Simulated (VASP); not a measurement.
# ZnS in VASP: notebook

Runs on ZnS. Level: PBEsol. Tasks: single point.

Everything below comes from runs of VASP 6.6.1. Logs are shortened: lines on timing, memory, paths and dates and some standing lists are left out, and cuts for length are marked.

## (1) The cell of the first run

The structure is cubic, space group F-43m (No. 216). The conventional cell has a = 5.480 Å, b = 5.480 Å, c = 5.480 Å, α = 90.00°, β = 90.00°, γ = 90.00°. Within 3.1 Å of Zn (site symmetry -43m) lie 4 S at 2.37 Å. Within 3.1 Å of S (site symmetry -43m) lie 4 Zn at 2.37 Å.

## (2) Single point, PBEsol (volume scaled by 1.04)

The input, INCAR:

```
PREC = Accurate ; ENCUT = 520
EDIFF = 1E-6 ; ISMEAR = -1
SIGMA = 0.01 ; LREAL = False
LASPH = True ; NELM = 60
ALGO = Normal ; ISIF = 2
LWAVE = False ; LCHARG = False
GGA = PS ; NBANDS = 16
```

The input, KPOINTS:

```
Automatic mesh
0
Gamma
  8 8 8
```

The input, POSCAR:

```
ZnS
1.0
    0.0000000000      2.7402415815      2.7402415815
    2.7402415815      0.0000000000      2.7402415815
    2.7402415815      2.7402415815      0.0000000000
Zn S
1 1
Direct
    0.0000000000      0.0000000000      0.0000000000
    0.7500000000      0.7500000000      0.7500000000
```

Potentials or basis: VASP PAW PBE potentials, release 64 (Zn, S).

Command:

```console
$ cat potpaw_PBE.64/Zn/POTCAR potpaw_PBE.64/S/POTCAR > POTCAR
$ mpirun -np 1 vasp_std > vasp.out
```

OUTCAR:

```text
PREC = Accurate
   ENCUT = 520
   EDIFF = 1E-6
   ISMEAR = -1
   LREAL = False
   LASPH = True
   NELM = 60
   ISIF = 2
   GGA = PS

 ion  position               nearest neighbor table
   1  0.000  0.000  0.000-   2 2.37   2 2.37   2 2.37   2 2.37
   2  0.750  0.750  0.750-   1 2.37   1 2.37   1 2.37   1 2.37

  LATTYP: Found a face centered cubic cell.
 ALAT       =     5.4804831630

  Lattice vectors:

 A1 = (   0.0000000000,   2.7402415815,   2.7402415815)
 A2 = (   2.7402415815,   0.0000000000,   2.7402415815)
 A3 = (   2.7402415815,   2.7402415815,   0.0000000000)

Analysis of symmetry for initial positions (statically):
=====================================================================
 Subroutine PRICEL returns:
 Original cell was already a primitive cell.

 Routine SETGRP: Setting up the symmetry group for a
 face centered cubic supercell.

 Subroutine GETGRP returns: Found 24 space group operations
 (whereof 24 operations were pure point group operations)
 out of a pool of 48 trial point group operations.

The static configuration has the point symmetry T_d .

Analysis of symmetry for dynamics (positions and initial velocities):
=====================================================================
 Subroutine PRICEL returns:
 Original cell was already a primitive cell.

 Routine SETGRP: Setting up the symmetry group for a
 face centered cubic supercell.

 Subroutine GETGRP returns: Found 24 space group operations
 (whereof 24 operations were pure point group operations)
 out of a pool of 48 trial point group operations.

The dynamic configuration has the point symmetry T_d .

 Subroutine INISYM returns: Found 24 space group operations
 (whereof 24 operations are pure point group operations),
 and found     1 'primitive' translations

----------------------------------------------------------------------------------------

                                     Primitive cell

  volume of cell :      41.1525

  direct lattice vectors                    reciprocal lattice vectors
     0.000000000  2.740241581  2.740241581    -0.182465664  0.182465664  0.182465664
     2.740241581  0.000000000  2.740241581     0.182465664 -0.182465664  0.182465664
     2.740241581  2.740241581  0.000000000     0.182465664  0.182465664 -0.182465664

  length of vectors
     3.875286809  3.875286809  3.875286809     0.316039801  0.316039801  0.316039801

  position of ions in fractional coordinates (direct lattice)
     0.000000000  0.000000000  0.000000000
     0.750000000  0.750000000  0.750000000

  ion indices of the primitive-cell ions
   primitive index   ion index
                 1           1
                 2           2

----------------------------------------------------------------------------------------

 KPOINTS: Automatic mesh

Automatic generation of k-mesh.
 Grid dimensions read from file:
 generate k-points for:    8    8    8

 Generating k-lattice:

  Cartesian coordinates                     Fractional coordinates (reciprocal lattice)
    -0.022808208  0.022808208  0.022808208     0.125000000  0.000000000  0.000000000
     0.022808208 -0.022808208  0.022808208     0.000000000  0.125000000  0.000000000
     0.022808208  0.022808208 -0.022808208     0.000000000  0.000000000  0.125000000

  Length of vectors
     0.039504975  0.039504975  0.039504975

  Shift w.r.t. Gamma in fractional coordinates (k-lattice)
     0.000000000  0.000000000  0.000000000

 Subroutine IBZKPT returns following result:
 ===========================================

 Found     29 irreducible k-points:

 Following reciprocal coordinates:
            Coordinates               Weight
  0.000000  0.000000  0.000000      1.000000
  0.125000  0.000000  0.000000      8.000000
  0.250000  0.000000  0.000000      8.000000
  0.375000  0.000000  0.000000      8.000000
  0.500000  0.000000  0.000000      4.000000
  0.125000  0.125000  0.000000      6.000000
[... 16 lines left out ...]
  0.500000  0.250000  0.125000     48.000000
 -0.375000  0.250000  0.125000     24.000000
 [... further k-points ...]
   k-points           NKPTS =     29   k-points in BZ     NKDIM =     29   number of bands    NBANDS=     16
   number of dos      NEDOS =    301   number of ions     NIONS =      2
   total plane-waves  NPLWV =  27000
   dimension x,y,z NGX =    30 NGY =   30 NGZ =   30
   dimension x,y,z NGXF=    60 NGYF=   60 NGZF=   60
   ions per type =               1   1
   NGX,Y,Z   is equivalent  to a cutoff of  12.87, 12.87, 12.87 a.u.
   NGXF,Y,Z  is equivalent  to a cutoff of  25.74, 25.74, 25.74 a.u.
 SYSTEM =  unknown system
   PREC   = accura    normal or accurate (medium, high low for compatibility)
   ISTART =      0    job   : 0-new  1-cont  2-samecut
   ICHARG =      2    charge: 1-file 2-atom 10-const
   ISPIN  =      1    spin polarized calculation?
   LNONCOLLINEAR =      F non collinear calculations
   LSORBIT =      F    spin-orbit coupling
   LASPH  =      T    aspherical Exc in radial PAW
   ENCUT  =  520.0 eV  38.22 Ry    6.18 a.u.   7.21  7.21  7.21*2*pi/ulx,y,z
   NELM   =     60;   NELMIN=  2; NELMDL= -5     # of ELM steps
   EDIFF  = 0.1E-05   stopping-criterion for ELM
   LREAL  =      F    real-space projection
   EDIFFG = 0.1E-04   stopping-criterion for IOM
   NSW    =      0    number of steps for IOM
   IBRION =     -1    ionic relax: 0-MD 1-quasi-New 2-CG
   NFREE  =      0    steps in history (QN), initial steepest desc. (CG)
   ISIF   =      2    stress and relaxation
   ISYM   =      2    0-nonsym 1-usesym 2-fastsym
   POTIM  = 0.5000    time-step for ionic-motion
   TEBEG  =    0.0;   TEEND  =   0.0 temperature during run
   PSTRESS=    0.0 pullay stress
   NELECT =      18.0000    total number of electrons
   NUPDOWN=      -1.0000    fix difference up-down
   EMIN   =  10.00;   EMAX   =-10.00  energy-range for DOS
   EFERMI =   0.00;   METHOD = LEGACY
   ISMEAR =    -1;   SIGMA  =   0.01  broadening in eV -4-tet -1-fermi 0-gaus
   EFERMI_NEDOS =   21; number of points for ismear=-14 and -15
   IALGO  =     38    algorithm
   IMIX   =      4    mixing-type and parameters
     AMIX     =   0.40;   BMIX     =  1.00
     AMIX_MAG =   1.60;   BMIX_MAG =  1.00
  volume/ion in A,a.u.               =      20.58       138.86
  Fermi-wavevector in a.u.,A,eV,Ry     =   1.242701  2.348365 21.011572  1.544307
  Thomas-Fermi vector in A             =   2.377044
   LORBIT       =      0    0 simple, 1 ext, 2 COOP (PROOUT), +10 PAW based schemes
   GGA     = PS    functional components
   LHFCALC =     F    Hartree Fock is set to
   AEXX    =    0.0000 exact exchange contribution
   IVDW    =     0    specifies the selected vdW correction
   LEPSILON=     F    determine dielectric tensor
   LRPA    =     F    only Hartree local field effects (RPA)
 non-spin polarized calculation
  energy-cutoff  :      520.00
  volume of cell :       41.15
 maximum number of plane-waves:      1124
 NGX is ok and might be reduce to    30
   NGX = 15   NGY = 15   NGZ = 15

 number of electron      17.9999999 magnetization

 Free energy of the ion-electron system (eV)
  ---------------------------------------------------
  ext. energy  EPLUGINS =         0.00000000
  ---------------------------------------------------
  free energy    TOTEN  =        -7.55001462 eV

  energy without entropy =       -7.55001462  energy(sigma->0) =       -7.55001462

 E-fermi :   1.8435     XC(G=0):  -9.6534

 val. band max:        1.6300700562   @ k =   0.0000   0.0000   0.0000
 cond. band min:       3.4283425914   @ k =   0.0000   0.0000   0.0000
 fundamental gap:      1.7982725352
 Fermi energy:         1.8435166315

 k-point     1 :       0.0000    0.0000    0.0000
  band No.  band energies     occupation
      1     -11.2382      2.00000
      2      -4.5804      2.00000
      3      -4.5804      2.00000
      4      -4.5804      2.00000
      5      -4.1295      2.00000
      6      -4.1295      2.00000
[... 8 lines left out ...]
     15      13.3110      0.00000
     16      13.3110      0.00000

 k-point     2 :       0.1250    0.0000    0.0000
  band No.  band energies     occupation
      1     -11.1282      2.00000
      2      -4.5774      2.00000
      3      -4.5612      2.00000
      4      -4.5612      2.00000
      5      -4.1310      2.00000
      6      -4.1310      2.00000
[... 8 lines left out ...]
     15      12.7010      0.00000
     16      13.8451      0.00000

 k-point     3 :       0.2500    0.0000    0.0000
  band No.  band energies     occupation
      1     -10.8414      2.00000
      2      -4.5271      2.00000
      3      -4.5190      2.00000
      4      -4.5190      2.00000
      5      -4.1282      2.00000
      6      -4.1282      2.00000
[... 8 lines left out ...]
     15      12.4890      0.00000
     16      13.4811      0.00000

 k-point     4 :       0.3750    0.0000    0.0000
  band No.  band energies     occupation
      1     -10.5175      2.00000
      2      -4.4857      2.00000
      3      -4.4857      2.00000
      4      -4.3151      2.00000
      5      -4.1131      2.00000
      6      -4.1131      2.00000
[... 8 lines left out ...]
     15      13.5623      0.00000
     16      13.5623      0.00000

 k-point     5 :       0.5000    0.0000    0.0000
  band No.  band energies     occupation
      1     -10.3694      2.00000
      2      -4.4753      2.00000
      3      -4.4753      2.00000
      4      -4.1024      2.00000
      5      -4.1024      2.00000
      6      -3.9414      2.00000
[... 8 lines left out ...]
     15      14.9003      0.00000
     16      14.9003      0.00000

 k-point     6 :       0.1250    0.1250    0.0000
  band No.  band energies     occupation
      1     -11.0914      2.00000
      2      -4.5964      2.00000
      3      -4.5445      2.00000
      4      -4.5445      2.00000
      5      -4.1444      2.00000
      6      -4.1196      2.00000
[... 8 lines left out ...]
     15      13.5128      0.00000
     16      14.3265      0.00000
[... 267 lines left out ...]
 k-point    21 :       0.5000    0.5000    0.0000
  band No.  band energies     occupation
      1     -10.0783      2.00000
      2      -4.5843      2.00000
      3      -4.2690      2.00000
      4      -4.2690      2.00000
      5      -4.0618      2.00000
      6      -3.9293      2.00000
[... 8 lines left out ...]
     15      15.2965      0.00000
     16      15.9833      0.00000

 k-point    22 :       0.3750    0.2500    0.1250
  band No.  band energies     occupation
      1     -10.6172      2.00000
      2      -4.5495      2.00000
      3      -4.4587      2.00000
      4      -4.4317      2.00000
      5      -4.1492      2.00000
      6      -4.0952      2.00000
[... 8 lines left out ...]
     15      14.2482      0.00000
     16      16.2766      0.00000

 k-point    23 :       0.5000    0.2500    0.1250
  band No.  band energies     occupation
      1     -10.3471      2.00000
      2      -4.4736      2.00000
      3      -4.4301      2.00000
      4      -4.2907      2.00000
      5      -4.1127      2.00000
      6      -4.0585      2.00000
[... 8 lines left out ...]
     15      15.0685      0.00000
     16      15.7463      0.00000

 k-point    24 :      -0.3750    0.2500    0.1250
  band No.  band energies     occupation
      1     -10.2267      2.00000
      2      -4.4612      2.00000
      3      -4.4110      2.00000
      4      -4.1746      2.00000
      5      -4.1177      2.00000
      6      -3.8794      2.00000
[... 8 lines left out ...]
     15      14.8219      0.00000
     16      15.6521      0.00000

 [... further k-points ...]
[... 5 lines left out ...]
  --------------------------------------------------------------------------------------
  -------------------------------------------------------------------------------------
  Total       -1.1545988     -1.1545988     -1.1545988      0.0000000     -0.0000000      0.0000000
  in kB      -44.9515990    -44.9515990    -44.9515990      0.0000000     -0.0000000      0.0000000
  external PRESSURE =     -44.9515990 kB  Pullay stress =       0.0000000 kB

 VOLUME and BASIS-vectors are now :
 -----------------------------------------------------------------------------
  energy-cutoff  :      520.00
  volume of cell :       41.15
      direct lattice vectors                 reciprocal lattice vectors
     0.000000000  2.740241581  2.740241581    -0.182465664  0.182465664  0.182465664
     2.740241581  0.000000000  2.740241581     0.182465664 -0.182465664  0.182465664
     2.740241581  2.740241581  0.000000000     0.182465664  0.182465664 -0.182465664

 POSITION                                       TOTAL-FORCE (eV/Angst)
 -----------------------------------------------------------------------------------
      0.00000      0.00000      0.00000        -0.000000     -0.000000     -0.000000
      4.11036      4.11036      4.11036         0.000000      0.000000      0.000000
 -----------------------------------------------------------------------------------
    total drift:                               -0.000000     -0.000000     -0.000000

  FREE ENERGIE OF THE ION-ELECTRON SYSTEM (eV)
  ---------------------------------------------------
  free  energy   TOTEN  =        -7.5500146223 eV

  energy  without entropy=       -7.5500146223  energy(sigma->0) =       -7.55001462
```

Run time: 38 s. Hardware: 1 thread of Intel Xeon 8259CL, shared host; peak memory 0.17 GiB.

What came out:

| Quantity | Value |
| --- | --- |
| Free energy | -7.5500 eV |
| Pressure | -4.5 GPa |
| Band gap on the k mesh | 1.80 eV, direct |

Levels at points of the mesh, in eV from the valence-band top:
| k point | band 7 | band 8 | band 9 | band 10 | band 11 | band 12 |
| --- | --- | --- | --- | --- | --- | --- |
| (0.00, 0.00, 0.00) | 0.00 | 0.00 | 0.00 | 1.80 | 6.33 | 6.33 |
| (0.50, 0.00, 0.00) | -5.09 | -0.82 | -0.82 | 3.11 | 6.85 | 6.85 |
| (0.50, 0.50, 0.00) | -4.44 | -2.10 | -2.10 | 3.33 | 3.97 | 10.54 |

Caveat: the PAW data sets were made with another functional, which shifts forces and pressure a little.

[end of part 1 of 3]
